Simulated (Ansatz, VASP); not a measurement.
## Two plane-wave programs on HgTe

```xyz
2
Lattice="-3.0252 3.0252 1.5489 3.0252 -3.0252 1.5489 3.0252 3.0252 -1.5489" Properties=species:S:1:pos:R:3 pbc="T T T"
Hg    3.0252    0.0000    0.7745
Te    0.0000    0.0000    0.0000
```

Alike in both runs: task single point; functional LDA; k mesh 8 × 8 × 8; occupations fermi-dirac, width 0.1 eV; no spin polarisation.

```csv
,VASP,Ansatz
version,VASP 6.6.1,Ansatz 0.2.0
potentials or method,"VASP PAW LDA potentials, release 64 (Hg, Te), cutoff 520 eV","plane waves, PAW"
valence electrons in the cell,18,36
```

VASP gave:

```
pressure (GPa)                                                : -4.3
traceless stress, the component that is largest in VASP (GPa) : 0.70
```

What did Ansatz give for the same quantities?

Pressure (GPa): -4.5; traceless stress, the component that is largest in VASP (GPa): 0.69.

LDA's correlation is that of Perdew and Zunger in VASP and of Perdew and Wang (1992) in Ansatz. VASP's potentials hold 18 valence electrons a cell and Ansatz's 36, so a difference there can come from the potentials and not from the codes.

Neither program's run includes spin-orbit coupling.
